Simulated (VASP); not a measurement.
Write the native input for VASP 6.6.1 that does the following.

| Quantity | Value |
| --- | --- |
| Task | single point |
| Functional | PBEsol |
| Potentials or basis | VASP PAW PBE potentials, release 64 (Bi_d) |
| Cutoff | 520 eV |
| k mesh | 7 × 7 × 9 |
| Occupations | fermi-dirac, width 0.1 eV |
| Spin | no spin polarisation |
| Dipole correction | no |
| Further INCAR settings | ALGO = Normal; EDIFF = 1e-06; NBANDS = 30 |

The structure of Bi lies in POSCAR:

```
Bi
1.0
    5.6270533777      0.0000000000      0.0000000000
   -2.8135266889      4.8731711736      0.0000000000
    0.0000000000      0.0000000000      3.3233371473
Bi
3
Direct
    0.0000000000      1.0000000000      0.0000000000
    0.3333333333      0.6666666667      0.5000000000
    0.6666666667      0.3333333333      0.5000000000
```

One way to write it, as run:

INCAR

```
SYSTEM = Bi
ALGO     = Normal         ! electronic algorithm
EDIFF    = 1E-6           ! SCF threshold, eV
ENCUT    = 520            ! plane-wave cutoff, eV
GGA      = PS             ! functional
ISIF     = 2              ! what is computed and relaxed
ISMEAR   = -1             ! smearing method
LASPH    = .True.         ! aspherical terms in the spheres
LCHARG   = .True.         ! write CHGCAR
LELF     = .True.         ! ELF
LREAL    = .False.        ! projectors in reciprocal space
LVHAR    = .True.       
LWAVE    = .False.        ! write WAVECAR
NBANDS   = 30             ! bands
NELM     = 60             ! most SCF steps
PREC     = Accurate       ! precision mode
SIGMA    = 0.1            ! smearing width, eV
```

KPOINTS

```
k-points
0
Gamma
  7 7 9
  0 0 0
```

Potentials or basis: VASP PAW PBE potentials, release 64 (Bi_d).

Run with:

```bash
$ cat potpaw_PBE.64/Bi_d/POTCAR > POTCAR
$ mpirun -np 1 vasp_std > vasp.out
```

It gave:

* Pressure: -0.1 GPa

Caveat: the PAW data sets were made with another functional, which shifts forces and pressure a little.

Run time: 42 s on 1 thread of Intel(R) Xeon(R) Platinum 8559C (Emerald Rapids), with other jobs on the host, peak memory 0.25 GiB.
